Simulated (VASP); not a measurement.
# Si16O (a cell with a defect) in VASP: notebook

Runs on Si16O (a cell with a defect). Level: PBEsol. Tasks: single point.

All numbers are computed with VASP 6.6.1; they aren't measurements. Logs are shortened: lines on timing, memory, paths and dates and some standing lists are left out, and cuts for length are marked.

**1. The cell of the first run**

The cell holds a defect, 17 atoms: a = 7.679 Å, b = 7.679 Å, c = 7.679 Å, α = 60.00°, β = 60.00°, γ = 60.00°.

**2. Single point, PBEsol, collinear spin, zero start**

File INCAR:

```
PREC = Accurate
ENCUT = 520
EDIFF = 1E-6
ISMEAR = -1
SIGMA = 0.002
LREAL = Auto
LASPH = True
NELM = 150
ALGO = Normal
ISIF = 2
LWAVE = False
LCHARG = False
ISPIN = 2
MAGMOM = 0 0 0 0 0 0 0 0 0 0 0 0 0 0 0 0 0
LORBIT = 11
GGA = PS
NBANDS = 53
```

File KPOINTS:

```
Automatic mesh
0
Gamma
  2 2 2
```

File POSCAR:

```
Si16O
1.0
    0.0000000000      5.4300000000      5.4300000000
    5.4300000000      0.0000000000      5.4300000000
    5.4300000000      5.4300000000      0.0000000000
Si O
16 1
Direct
    0.0359208103     -0.0400644567     -0.0468600368
    0.1561325967      0.1246777164      0.0454511971
    0.0546777164     -0.0248434622      0.4547882136
    0.1412338858      0.1147697974      0.5965561694
   -0.0185635359      0.4782320442      0.0240331492
    0.0379742173      0.5972928177      0.2216942910
   -0.0759760589      0.4749815838      0.6118508287
    0.1179281768      0.6098250460      0.6558103131
    0.5323572744      0.0186187845     -0.0212154696
    0.6739042357      0.1328545120      0.0682320442
    0.5244198895      0.0458931860      0.4330202578
    0.6371362799      0.1797882136      0.5759944751
    0.4193462247      0.4808563536      0.0744475138
    0.5939134438      0.6236740331      0.1374861878
    0.4607550645      0.5577532228      0.4762246777
    0.5710497238      0.6978453039      0.6188950276
    0.3772744015      0.6667403315      0.8419889503
```

Potentials or basis: VASP PAW PBE potentials, release 64 (Si, O).

Run with:

```console
> cat potpaw_PBE.64/Si/POTCAR potpaw_PBE.64/O/POTCAR > POTCAR
> mpirun -np 1 vasp_std > vasp.out
```

OUTCAR:

```text
PREC = Accurate
   ENCUT = 520
   EDIFF = 1E-6
   ISMEAR = -1
   LREAL = Auto
   LASPH = True
   NELM = 150
   ISIF = 2
   ISPIN = 2
   LORBIT = 11
   GGA = PS

 ion  position               nearest neighbor table
   1  0.036  0.960  0.953-   4 2.25  10 2.30   2 2.38   6 2.50  17 2.54
   2  0.156  0.125  0.045-   5 2.31   1 2.38   9 2.42   3 2.58
   3  0.055  0.975  0.455-   4 2.32   8 2.35   2 2.58  12 2.66
   4  0.141  0.115  0.597-   1 2.25   3 2.32  11 2.43   7 2.44
   5  0.981  0.478  0.024-   2 2.31   8 2.31   6 2.40  14 2.43
   6  0.038  0.597  0.222-  13 2.39   5 2.40   7 2.45   1 2.50
   7  0.924  0.475  0.612-  16 2.36   8 2.41   4 2.44   6 2.45
   8  0.118  0.610  0.656-  15 2.20   5 2.31   3 2.35   7 2.41
   9  0.532  0.019  0.979-  10 2.17   2 2.42  14 2.52  12 2.53
  10  0.674  0.133  0.068-   9 2.17  11 2.30   1 2.30  13 2.40
  11  0.524  0.046  0.433-  16 2.25  10 2.30   4 2.43  12 2.45  13 3.12
  12  0.637  0.180  0.576-  15 2.39  11 2.45   9 2.53   3 2.66
  13  0.419  0.481  0.074-  17 1.70   6 2.39  10 2.40  14 2.43  16 2.90  11 3.12
  14  0.594  0.624  0.137-  15 2.15  13 2.43   5 2.43   9 2.52
  15  0.461  0.558  0.476-  14 2.15   8 2.20  12 2.39  16 2.47
  16  0.571  0.698  0.619-  17 1.61  11 2.25   7 2.36  15 2.47  13 2.90
  17  0.377  0.667  0.842-  16 1.61  13 1.70   1 2.54

  LATTYP: Found a face centered cubic cell.
 ALAT       =    10.8600000000

  Lattice vectors:

 A1 = (   0.0000000000,   5.4300000000,   5.4300000000)
 A2 = (   5.4300000000,   0.0000000000,   5.4300000000)
 A3 = (   5.4300000000,   5.4300000000,   0.0000000000)

Analysis of symmetry for initial positions (statically):
=====================================================================
 Subroutine PRICEL returns:
 Original cell was already a primitive cell.

 Routine SETGRP: Setting up the symmetry group for a
 face centered cubic supercell.

 Subroutine GETGRP returns: Found  1 space group operations
 (whereof  1 operations were pure point group operations)
 out of a pool of 48 trial point group operations.

The static configuration has the point symmetry C_1 .

Analysis of symmetry for dynamics (positions and initial velocities):
=====================================================================
 Subroutine PRICEL returns:
 Original cell was already a primitive cell.

 Routine SETGRP: Setting up the symmetry group for a
 face centered cubic supercell.

 Subroutine GETGRP returns: Found  1 space group operations
 (whereof  1 operations were pure point group operations)
 out of a pool of 48 trial point group operations.

The dynamic configuration has the point symmetry C_1 .

Analysis of structural, dynamic, and magnetic symmetry:
=====================================================================
 Subroutine PRICEL returns:
 Original cell was already a primitive cell.

 Routine SETGRP: Setting up the symmetry group for a
 face centered cubic supercell.

 Subroutine GETGRP returns: Found  1 space group operations
 (whereof  1 operations were pure point group operations)
 out of a pool of 48 trial point group operations.

The overall configuration has the point symmetry C_1 .

 Subroutine INISYM returns: Found  1 space group operations
 (whereof  1 operations are pure point group operations),
 and found     1 'primitive' translations

----------------------------------------------------------------------------------------

                                     Primitive cell

  volume of cell :     320.2060

  direct lattice vectors                    reciprocal lattice vectors
     0.000000000  5.430000000  5.430000000    -0.092081031  0.092081031  0.092081031
     5.430000000  0.000000000  5.430000000     0.092081031 -0.092081031  0.092081031
     5.430000000  5.430000000  0.000000000     0.092081031  0.092081031 -0.092081031

  length of vectors
     7.679179644  7.679179644  7.679179644     0.159489025  0.159489025  0.159489025

  position of ions in fractional coordinates (direct lattice)
     0.035920810  0.959935543  0.953139963
     0.156132597  0.124677716  0.045451197
     0.054677716  0.975156538  0.454788214
     0.141233886  0.114769797  0.596556169
     0.981436464  0.478232044  0.024033149
     0.037974217  0.597292818  0.221694291
[... 9 lines left out ...]
     0.571049724  0.697845304  0.618895028
     0.377274402  0.666740332  0.841988950

  ion indices of the primitive-cell ions
   primitive index   ion index
                 1           1
                 2           2
                 3           3
                 4           4
                 5           5
[... 59 lines left out ...]
   ISTART =      0    job   : 0-new  1-cont  2-samecut
   ICHARG =      2    charge: 1-file 2-atom 10-const
   ISPIN  =      2    spin polarized calculation?
   LNONCOLLINEAR =      F non collinear calculations
   LSORBIT =      F    spin-orbit coupling
   LASPH  =      T    aspherical Exc in radial PAW
   ENCUT  =  520.0 eV  38.22 Ry    6.18 a.u.  14.28 14.28 14.28*2*pi/ulx,y,z
   NELM   =    150;   NELMIN=  2; NELMDL= -5     # of ELM steps
   EDIFF  = 0.1E-05   stopping-criterion for ELM
   LREAL  =      T    real-space projection
   EDIFFG = 0.1E-04   stopping-criterion for IOM
   NSW    =      0    number of steps for IOM
   IBRION =     -1    ionic relax: 0-MD 1-quasi-New 2-CG
   NFREE  =      0    steps in history (QN), initial steepest desc. (CG)
   ISIF   =      2    stress and relaxation
   ISYM   =      2    0-nonsym 1-usesym 2-fastsym
   POTIM  = 0.5000    time-step for ionic-motion
   TEBEG  =    0.0;   TEEND  =   0.0 temperature during run
   PSTRESS=    0.0 pullay stress
   NELECT =      70.0000    total number of electrons
   NUPDOWN=      -1.0000    fix difference up-down
   EMIN   =  10.00;   EMAX   =-10.00  energy-range for DOS
   EFERMI =   0.00;   METHOD = LEGACY
   ISMEAR =    -1;   SIGMA  =   0.00  broadening in eV -4-tet -1-fermi 0-gaus
   EFERMI_NEDOS =   21; number of points for ismear=-14 and -15
   IALGO  =     38    algorithm
   IMIX   =      4    mixing-type and parameters
     AMIX     =   0.40;   BMIX     =  1.00
     AMIX_MAG =   1.60;   BMIX_MAG =  1.00
  volume/ion in A,a.u.               =      18.84       127.11
  Fermi-wavevector in a.u.,A,eV,Ry     =   0.986199  1.863645 13.232857  0.972588
  Thomas-Fermi vector in A             =   2.117562
   LORBIT       =     11    0 simple, 1 ext, 2 COOP (PROOUT), +10 PAW based schemes
   GGA     = PS    functional components
   LHFCALC =     F    Hartree Fock is set to
   AEXX    =    0.0000 exact exchange contribution
   IVDW    =     0    specifies the selected vdW correction
   LEPSILON=     F    determine dielectric tensor
   LRPA    =     F    only Hartree local field effects (RPA)
 spin polarized calculation
  energy-cutoff  :      520.00
  volume of cell :      320.21
 maximum number of plane-waves:      8646
 NGX is ok and might be reduce to    60
   NGX = 29   NGY = 29   NGZ = 29

 number of electron      69.9999999 magnetization       0.0000000

 number of electron      69.9999999 magnetization      -0.0000000

 Free energy of the ion-electron system (eV)
  ---------------------------------------------------
  ext. energy  EPLUGINS =         0.00000000
  ---------------------------------------------------
  free energy    TOTEN  =       -95.36477600 eV

  energy without entropy =      -95.36477600  energy(sigma->0) =      -95.36477600

 E-fermi :   6.0472     XC(G=0):  -9.7375

 val. band max:        5.9877763221   @ k =   0.0000   0.5000   0.0000
 cond. band min:       6.1239245824   @ k =   0.0000   0.0000   0.0000
 fundamental gap:      0.1361482604
 Fermi energy:         6.0472175117

 spin component 1

 k-point     1 :       0.0000    0.0000    0.0000
  band No.  band energies     occupation
      1     -15.0649      1.00000
      2      -5.8874      1.00000
      3      -4.5888      1.00000
      4      -4.0758      1.00000
      5      -3.7722      1.00000
      6      -3.1895      1.00000
[... 389 lines left out ...]
     46       9.8696      0.00000
     47      10.1067      0.00000
 Fermi energy:         6.0472175117

 spin component 2

 k-point     1 :       0.0000    0.0000    0.0000
  band No.  band energies     occupation
      1     -15.0649      1.00000
      2      -5.8874      1.00000
      3      -4.5888      1.00000
      4      -4.0758      1.00000
      5      -3.7722      1.00000
      6      -3.1895      1.00000
[... 389 lines left out ...]
     46       9.8696      0.00000
     47      10.1067      0.00000
 [bands above 47 left out]

------------------------ aborting loop because EDIFF is reached ----------------------------------------

  FORCE on cell =-STRESS in cart. coord.  units (eV):
  Direction    XX          YY          ZZ          XY          YZ          ZX
  --------------------------------------------------------------------------------------
  -------------------------------------------------------------------------------------
  Total        2.8218916      1.0655798      1.8242037      5.1225559     -2.1476516     -3.6927528
  in kB       14.1195687      5.3317170      9.1275544     25.6311332    -10.7459529    -18.4769948
  external PRESSURE =       9.5262800 kB  Pullay stress =       0.0000000 kB

 VOLUME and BASIS-vectors are now :
 -----------------------------------------------------------------------------
  energy-cutoff  :      520.00
  volume of cell :      320.21
      direct lattice vectors                 reciprocal lattice vectors
     0.000000000  5.430000000  5.430000000    -0.092081031  0.092081031  0.092081031
     5.430000000  0.000000000  5.430000000     0.092081031 -0.092081031  0.092081031
     5.430000000  5.430000000  0.000000000     0.092081031  0.092081031 -0.092081031

 POSITION                                       TOTAL-FORCE (eV/Angst)
 -----------------------------------------------------------------------------------
     10.38800      5.37060      5.40750         0.642299      1.614837     -0.718220
      0.92380      1.09460      1.52480         0.547212      1.717607     -0.681427
      7.76460      2.76640      5.59200         0.579371     -1.848213     -0.186344
      3.86250      4.00620      1.39010        -0.375783     -0.773651      0.911370
      2.72730      5.45970      7.92600         1.032139     -0.140163     -0.304701
      4.44710      1.41000      3.44950        -0.327970      0.167484      0.264841
[... 9 lines left out ...]
      7.14990      6.46140      6.89010        -2.671209     -0.392569      0.233753
      8.19240      6.62060      5.66900         0.921092      0.533152     -0.779130
 -----------------------------------------------------------------------------------
    total drift:                                0.003863      0.010230     -0.001827

  FREE ENERGIE OF THE ION-ELECTRON SYSTEM (eV)
  ---------------------------------------------------
  free  energy   TOTEN  =       -95.3647759961 eV

  energy  without entropy=      -95.3647759961  energy(sigma->0) =      -95.36477600

 total charge

# of ion       s       p       d       tot
------------------------------------------
    1        0.767   0.895   0.000   1.662
    2        0.755   0.889   0.000   1.644
    3        0.757   0.868   0.000   1.625
    4        0.756   0.915   0.000   1.671
    5        0.753   0.917   0.000   1.670
    6        0.770   0.866   0.000   1.636
[... 9 lines left out ...]
   16        0.749   0.937   0.000   1.687
   17        1.575   3.590   0.000   5.165
--------------------------------------------------
tot         13.698  18.182   0.000  31.880

 magnetization (x)

# of ion       s       p       d       tot
------------------------------------------
    1        0.000   0.000   0.000   0.000
    2        0.000   0.000   0.000   0.000
    3        0.000   0.000   0.000   0.000
    4       -0.000  -0.000   0.000  -0.000
    5        0.000   0.000   0.000   0.000
    6       -0.000  -0.000   0.000  -0.000
[... 9 lines left out ...]
   16        0.000  -0.000   0.000   0.000
   17        0.000   0.000   0.000   0.000
--------------------------------------------------
tot          0.000   0.000   0.000   0.000
```

Wall time 6.1 min (1 thread of Intel Xeon Platinum 8559C (Emerald Rapids), shared host); peak memory 0.71 GiB.

What came out:

| Quantity | Value |
| --- | --- |
| Free energy | -95.3648 eV |
| Pressure | 1.0 GPa |
| Largest force | 3.753 eV/Å |
| Band gap on the k mesh | 0.14 eV |
| Net moment | 0.00 μB per cell |
| Valence electrons inside the program's atomic spheres | Si 1.66, 1.64, 1.62, 1.67, 1.71, 1.74, 1.70, 1.60, 1.76, 1.69; O 5.17 |

Forces on the atoms (eV/Å):
```
Si   0.642  1.615 -0.718
Si   0.547  1.718 -0.681
Si   0.579 -1.848 -0.186
Si  -0.376 -0.774  0.911
Si   1.032 -0.140 -0.305
Si  -0.328  0.167  0.265
Si  -0.684 -0.210  0.738
Si   0.864 -1.459 -0.978
Si  -2.340 -2.314 -1.803
Si   1.498 -0.121  0.693
Si   1.776  0.324  0.478
Si  -0.612  1.193 -0.406
Si   0.523  0.411  0.447
Si  -1.650 -1.691  1.727
Si   0.278  2.989  0.365
Si  -2.671 -0.393  0.234
O    0.921  0.533 -0.779
```

Stress tensor (GPa, compression positive):
```
 1.41  2.56 -1.85
 2.56  0.53 -1.07
-1.85 -1.07  0.91
```

Caveat: the k points lie up to 0.50 Å⁻¹ apart; the PAW data sets were made with another functional, which shifts forces and pressure a little.

(Part 1 of 2 ends here.)
